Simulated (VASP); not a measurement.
# Bi2Se3 (R-3m) in VASP: single point with PBEsol

Aim: the single point of Bi2Se3 with PBEsol.

All numbers are computed with VASP 6.6.1; they aren't measurements. Logs are shortened: lines on timing, memory, paths and dates and some standing lists are left out, and cuts for length are marked.

## Step 1: The cell of the first run

It takes space group R-3m (No. 166, trigonal). Conventional cell: a = 4.143 Å, b = 4.143 Å, c = 28.636 Å, α = 90.00°, β = 90.00°, γ = 120.00°. Within 3.8 Å of Bi (site symmetry 3m) lie 6 Se at 2.85 to 3.07 Å. Se (site symmetry -3m) has 6 Bi at 3.07 Å and 12 Se at 4.14 to 4.23 Å within 4.3 Å. Within 3.8 Å of Se (site symmetry 3m) lie 3 Bi at 2.85 Å and 3 Se at 3.52 Å.

## Step 2: Single point, PBEsol

The input, INCAR:

```
SYSTEM = Bi2Se3
PREC = Accurate
ENCUT = 520
EDIFF = 1E-7
ISMEAR = 0
SIGMA = 0.03
LREAL = .FALSE.
LASPH = .TRUE.
NELM = 80
ALGO = Normal
ISIF = 2
LWAVE = .FALSE.
LCHARG = .TRUE.
GGA = PS
LELF = .TRUE.
LVHAR = .TRUE.
NBANDS = 32
```

The input, KPOINTS:

```
regular mesh
0
G
  12 12 12
  0 0 0
```

The input, POSCAR:

```
Bi2Se3
1.0
    2.0714992968      1.1959806766      9.5453300000
   -2.0714992968      1.1959806766      9.5453300000
    0.0000000000     -2.3919613533      9.5453300000
Bi Se
2 3
Direct
    0.4008000000      0.4008000000      0.4008000000
    0.5992000000      0.5992000000      0.5992000000
    0.0000000000      0.0000000000      0.0000000000
    0.2117000000      0.2117000000      0.2117000000
    0.7883000000      0.7883000000      0.7883000000
```

Potentials or basis: VASP PAW PBE potentials, release 64 (Bi_d, Se).

The run is started by

```bash
cat potpaw_PBE.64/Bi_d/POTCAR potpaw_PBE.64/Se/POTCAR > POTCAR
mpirun -np 1 vasp_std > vasp.out
```

OUTCAR:

```text
SYSTEM = Bi2Se3
   PREC = Accurate
   ENCUT = 520
   EDIFF = 1E-7
   ISMEAR = 0
   LREAL = .FALSE.
   LASPH = .TRUE.
   NELM = 80
   ISIF = 2
   GGA = PS

 ion  position               nearest neighbor table
   1  0.401  0.401  0.401-   5 2.85   5 2.85   5 2.85   3 3.07   3 3.07   3 3.07
   2  0.599  0.599  0.599-   4 2.85   4 2.85   4 2.85   3 3.07   3 3.07   3 3.07
   3  0.000  0.000  0.000-   2 3.07   1 3.07   2 3.07   2 3.07   1 3.07   1 3.07
   4  0.212  0.212  0.212-   2 2.85   2 2.85   2 2.85
   5  0.788  0.788  0.788-   1 2.85   1 2.85   1 2.85

  LATTYP: Found a trigonal (rhomboedric) cell.
 ALAT       =     9.8404676680
 COS(alpha) =     0.9113725817

  Lattice vectors:

 A1 = (   2.0714992968,   1.1959806766,   9.5453300000)
 A2 = (  -2.0714992968,   1.1959806766,   9.5453300000)
 A3 = (   0.0000000000,  -2.3919613533,   9.5453300000)

Analysis of symmetry for initial positions (statically):
=====================================================================
 Subroutine PRICEL returns:
 Original cell was already a primitive cell.

 Routine SETGRP: Setting up the symmetry group for a
 trigonal (rhombohedral) supercell.

 Subroutine GETGRP returns: Found 12 space group operations
 (whereof 12 operations were pure point group operations)
 out of a pool of 12 trial point group operations.

The static configuration has the point symmetry D_3d.

Analysis of symmetry for dynamics (positions and initial velocities):
=====================================================================
 Subroutine PRICEL returns:
 Original cell was already a primitive cell.

 Routine SETGRP: Setting up the symmetry group for a
 trigonal (rhombohedral) supercell.

 Subroutine GETGRP returns: Found 12 space group operations
 (whereof 12 operations were pure point group operations)
 out of a pool of 12 trial point group operations.

The dynamic configuration has the point symmetry D_3d.

 Subroutine INISYM returns: Found 12 space group operations
 (whereof 12 operations are pure point group operations),
 and found     1 'primitive' translations

----------------------------------------------------------------------------------------

                                     Primitive cell

  volume of cell :     141.8898

  direct lattice vectors                    reciprocal lattice vectors
     2.071499297  1.195980677  9.545330000     0.241371069  0.139355652  0.034921091
    -2.071499297  1.195980677  9.545330000    -0.241371069  0.139355652  0.034921091
     0.000000000 -2.391961353  9.545330000     0.000000000 -0.278711303  0.034921091

  length of vectors
     9.840467668  9.840467668  9.840467668     0.280890500  0.280890500  0.280890500

  position of ions in fractional coordinates (direct lattice)
     0.400800000  0.400800000  0.400800000
     0.599200000  0.599200000  0.599200000
     0.000000000  0.000000000  0.000000000
     0.211700000  0.211700000  0.211700000
     0.788300000  0.788300000  0.788300000

  ion indices of the primitive-cell ions
   primitive index   ion index
                 1           1
                 2           2
                 3           3
                 4           4
                 5           5

----------------------------------------------------------------------------------------

 KPOINTS: regular mesh

Automatic generation of k-mesh.
 Grid dimensions read from file:
 generate k-points for:   12   12   12

 Generating k-lattice:

  Cartesian coordinates                     Fractional coordinates (reciprocal lattice)
     0.020114256  0.011612971  0.002910091     0.083333333  0.000000000  0.000000000
    -0.020114256  0.011612971  0.002910091     0.000000000  0.083333333  0.000000000
     0.000000000 -0.023225942  0.002910091     0.000000000  0.000000000  0.083333333

  Length of vectors
     0.023407542  0.023407542  0.023407542

  Shift w.r.t. Gamma in fractional coordinates (k-lattice)
     0.000000000  0.000000000  0.000000000

 Subroutine IBZKPT returns following result:
 ===========================================

 Found    189 irreducible k-points:

 Following reciprocal coordinates:
            Coordinates               Weight
  0.000000  0.000000  0.000000      1.000000
  0.083333  0.000000 -0.000000      6.000000
  0.166667  0.000000 -0.000000      6.000000
  0.250000  0.000000 -0.000000      6.000000
  0.333333  0.000000 -0.000000      6.000000
  0.416667 -0.000000 -0.000000      6.000000
[... 16 lines left out ...]
  0.500000  0.166667 -0.000000     12.000000
 -0.416667  0.166667  0.000000     12.000000
 [... further k-points ...]
   k-points           NKPTS =    189   k-points in BZ     NKDIM =    189   number of bands    NBANDS=     32
   number of dos      NEDOS =    301   number of ions     NIONS =      5
   total plane-waves  NPLWV = 512000
   dimension x,y,z NGX =    80 NGY =   80 NGZ =   80
   dimension x,y,z NGXF=   160 NGYF=  160 NGZF=  160
   ions per type =               2   3
   NGX,Y,Z   is equivalent  to a cutoff of  13.52, 13.52, 13.52 a.u.
   NGXF,Y,Z  is equivalent  to a cutoff of  27.03, 27.03, 27.03 a.u.
 SYSTEM =  Bi2Se3
   PREC   = accura    normal or accurate (medium, high low for compatibility)
   ISTART =      0    job   : 0-new  1-cont  2-samecut
   ICHARG =      2    charge: 1-file 2-atom 10-const
   ISPIN  =      1    spin polarized calculation?
   LNONCOLLINEAR =      F non collinear calculations
   LSORBIT =      F    spin-orbit coupling
   LASPH  =      T    aspherical Exc in radial PAW
   ENCUT  =  520.0 eV  38.22 Ry    6.18 a.u.  18.30 18.30 18.30*2*pi/ulx,y,z
   NELM   =     80;   NELMIN=  2; NELMDL= -5     # of ELM steps
   EDIFF  = 0.1E-06   stopping-criterion for ELM
   LREAL  =      F    real-space projection
   EDIFFG = 0.1E-05   stopping-criterion for IOM
   NSW    =      0    number of steps for IOM
   IBRION =     -1    ionic relax: 0-MD 1-quasi-New 2-CG
   NFREE  =      0    steps in history (QN), initial steepest desc. (CG)
   ISIF   =      2    stress and relaxation
   ISYM   =      2    0-nonsym 1-usesym 2-fastsym
   POTIM  = 0.5000    time-step for ionic-motion
   TEBEG  =    0.0;   TEEND  =   0.0 temperature during run
   PSTRESS=    0.0 pullay stress
   NELECT =      48.0000    total number of electrons
   NUPDOWN=      -1.0000    fix difference up-down
   EMIN   =  10.00;   EMAX   =-10.00  energy-range for DOS
   EFERMI =   0.00;   METHOD = LEGACY
   ISMEAR =     0;   SIGMA  =   0.03  broadening in eV -4-tet -1-fermi 0-gaus
   EFERMI_NEDOS =   21; number of points for ismear=-14 and -15
   IALGO  =     38    algorithm
   IMIX   =      4    mixing-type and parameters
     AMIX     =   0.40;   BMIX     =  1.00
     AMIX_MAG =   1.60;   BMIX_MAG =  1.00
  volume/ion in A,a.u.               =      28.38       191.50
  Fermi-wavevector in a.u.,A,eV,Ry     =   1.140700  2.155611 17.703860  1.301197
  Thomas-Fermi vector in A             =   2.277402
   LORBIT       =      0    0 simple, 1 ext, 2 COOP (PROOUT), +10 PAW based schemes
   GGA     = PS    functional components
   LHFCALC =     F    Hartree Fock is set to
   AEXX    =    0.0000 exact exchange contribution
   IVDW    =     0    specifies the selected vdW correction
   LEPSILON=     F    determine dielectric tensor
   LRPA    =     F    only Hartree local field effects (RPA)
 non-spin polarized calculation
 Gauss-broadening in eV      SIGMA  =   0.03
  energy-cutoff  :      520.00
  volume of cell :      141.89
 maximum number of plane-waves:      3855
 NGX is ok and might be reduce to    80
   NGX = 37   NGY = 37   NGZ = 37

 number of electron      47.9999997 magnetization

 Free energy of the ion-electron system (eV)
  ---------------------------------------------------
  ext. energy  EPLUGINS =         0.00000000
  ---------------------------------------------------
  free energy    TOTEN  =       -22.04757888 eV

  energy without entropy =      -22.04757872  energy(sigma->0) =      -22.04757880

 E-fermi :   4.8950     XC(G=0):  -9.6809

 val. band max:        4.8289621301   @ k =   0.0000   0.0000   0.0000
 cond. band min:       4.9611270914   @ k =   0.0000   0.0000   0.0000
 fundamental gap:      0.1321649613
 Fermi energy:         4.8950443681

 k-point     1 :       0.0000    0.0000    0.0000
  band No.  band energies     occupation
      1     -18.2047      2.00000
      2     -18.2047      2.00000
      3     -18.2028      2.00000
      4     -18.2028      2.00000
      5     -18.1960      2.00000
      6     -18.1933      2.00000
[... 24 lines left out ...]
     31      10.5695      0.00000
     32      11.7534      0.00000

 k-point     2 :       0.0833    0.0000   -0.0000
  band No.  band energies     occupation
      1     -18.2058      2.00000
      2     -18.2037      2.00000
      3     -18.2031      2.00000
      4     -18.2012      2.00000
      5     -18.1949      2.00000
      6     -18.1923      2.00000
[... 24 lines left out ...]
     31      10.4841      0.00000
     32      10.9564      0.00000

 k-point     3 :       0.1667    0.0000   -0.0000
  band No.  band energies     occupation
      1     -18.2091      2.00000
      2     -18.2064      2.00000
      3     -18.1988      2.00000
      4     -18.1969      2.00000
      5     -18.1923      2.00000
      6     -18.1898      2.00000
[... 24 lines left out ...]
     31       9.8445      0.00000
     32      10.7376      0.00000

 k-point     4 :       0.2500    0.0000   -0.0000
  band No.  band energies     occupation
      1     -18.2142      2.00000
      2     -18.2108      2.00000
      3     -18.1944      2.00000
      4     -18.1932      2.00000
      5     -18.1924      2.00000
      6     -18.1886      2.00000
[... 24 lines left out ...]
     31       9.3177      0.00000
     32      10.9541      0.00000

 k-point     5 :       0.3333    0.0000   -0.0000
  band No.  band energies     occupation
      1     -18.2199      2.00000
      2     -18.2155      2.00000
      3     -18.1958      2.00000
      4     -18.1929      2.00000
      5     -18.1911      2.00000
      6     -18.1896      2.00000
[... 584 lines left out ...]
     31       9.9125      0.00000
     32       9.9564      0.00000

 k-point    22 :       0.4167    0.1667   -0.0000
  band No.  band energies     occupation
      1     -18.2163      2.00000
      2     -18.2128      2.00000
      3     -18.1965      2.00000
      4     -18.1934      2.00000
      5     -18.1921      2.00000
      6     -18.1895      2.00000
[... 24 lines left out ...]
     31       9.7755      0.00000
     32      10.5191      0.00000

 k-point    23 :       0.5000    0.1667   -0.0000
  band No.  band energies     occupation
      1     -18.2189      2.00000
      2     -18.2147      2.00000
      3     -18.1975      2.00000
      4     -18.1938      2.00000
      5     -18.1921      2.00000
      6     -18.1899      2.00000
[... 24 lines left out ...]
     31       9.7598      0.00000
     32      10.6179      0.00000

 k-point    24 :      -0.4167    0.1667    0.0000
  band No.  band energies     occupation
      1     -18.2199      2.00000
      2     -18.2154      2.00000
      3     -18.1980      2.00000
      4     -18.1941      2.00000
      5     -18.1920      2.00000
      6     -18.1902      2.00000
[... 24 lines left out ...]
     31       9.6494      0.00000
     32      10.6660      0.00000

 [... further k-points ...]
[... 5 lines left out ...]
  --------------------------------------------------------------------------------------
  -------------------------------------------------------------------------------------
  Total       -0.2528840     -0.2528840     -0.1947585     -0.0000000      0.0000000      0.0000000
  in kB       -2.8554907     -2.8554907     -2.1991549     -0.0000000      0.0000000      0.0000000
  external PRESSURE =      -2.6367121 kB  Pullay stress =       0.0000000 kB

 VOLUME and BASIS-vectors are now :
 -----------------------------------------------------------------------------
  energy-cutoff  :      520.00
  volume of cell :      141.89
      direct lattice vectors                 reciprocal lattice vectors
     2.071499297  1.195980677  9.545330000     0.241371069  0.139355652  0.034921091
    -2.071499297  1.195980677  9.545330000    -0.241371069  0.139355652  0.034921091
     0.000000000 -2.391961353  9.545330000     0.000000000 -0.278711303  0.034921091

 POSITION                                       TOTAL-FORCE (eV/Angst)
 -----------------------------------------------------------------------------------
      0.00000     -0.00000     11.47730         0.000000      0.000000     -0.163680
      0.00000     -0.00000     17.15869         0.000000     -0.000000      0.163680
      0.00000      0.00000      0.00000         0.000000      0.000000     -0.000000
      0.00000     -0.00000      6.06224         0.000000      0.000000     -0.070128
      0.00000     -0.00000     22.57375         0.000000     -0.000000      0.070128
 -----------------------------------------------------------------------------------
    total drift:                                0.000000      0.000000     -0.000000

  FREE ENERGIE OF THE ION-ELECTRON SYSTEM (eV)
  ---------------------------------------------------
  free  energy   TOTEN  =       -22.0475788771 eV

  energy  without entropy=      -22.0475787241  energy(sigma->0) =      -22.04757880
```

Run time: 1.9 h. Hardware: 1 thread of Oxide Virtual Turin-like, shared host; peak memory 1.3 GiB.

What came out:

| Property | Result |
| --- | --- |
| Free energy | -22.0476 eV |
| Pressure | -0.3 GPa |
| Largest force | 0.164 eV/Å |
| Band gap on the k mesh | 0.13 eV |

Forces in eV/Å, atoms in the order of the input:
```
Bi   0.000  0.000 -0.164
Bi   0.000  0.000  0.164
Se   0.000  0.000  0.000
Se   0.000  0.000 -0.070
Se   0.000  0.000  0.070
```

Caveat: the PAW data sets were made with another functional, which shifts forces and pressure a little; spin-orbit coupling is left out, which moves the levels of the heavy elements.
